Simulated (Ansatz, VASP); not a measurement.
# Te3Rh in VASP and in Ansatz

```xyz
4
Lattice="4.5881 0.0000 0.0000 0.0000 4.5881 0.0000 0.0000 0.0000 4.5881" Properties=species:S:1:pos:R:3 pbc="T T T"
Te    0.0000    2.2940    2.2940
Te    2.2940    0.0000    2.2940
Te    2.2940    2.2940    0.0000
Rh    0.0000    0.0000    0.0000
```

Alike in both runs: functional PBE; k mesh 4 × 4 × 4; occupations gaussian, width 0.1 eV; no spin polarisation.

Ansatz relaxed the structure, and its values are those at the end. VASP's run is a single point on that final structure, the one shown.

|  | VASP | Ansatz |
| --- | --- | --- |
| version | VASP 6.6.1 | Ansatz 0.2.0 |
| potentials or method | VASP PAW PBE potentials, release 64 (Te, Rh_pv), cutoff 520 eV | scalar-relativistic, plane waves, PAW |
| valence electrons in the cell | 33 | 65 |

```tsv
	VASP	Ansatz	Ansatz less VASP
gap on the k mesh at the Fermi level (eV)	none	none	-
pressure (GPa)	-0.1	0.0	+0.07
```

A gap of «none» marks a metal or a gap that the smearing closes. VASP's potentials hold 33 valence electrons a cell and Ansatz's 65, so a difference there can come from the potentials and not from the codes.

Spin-orbit coupling is off throughout.
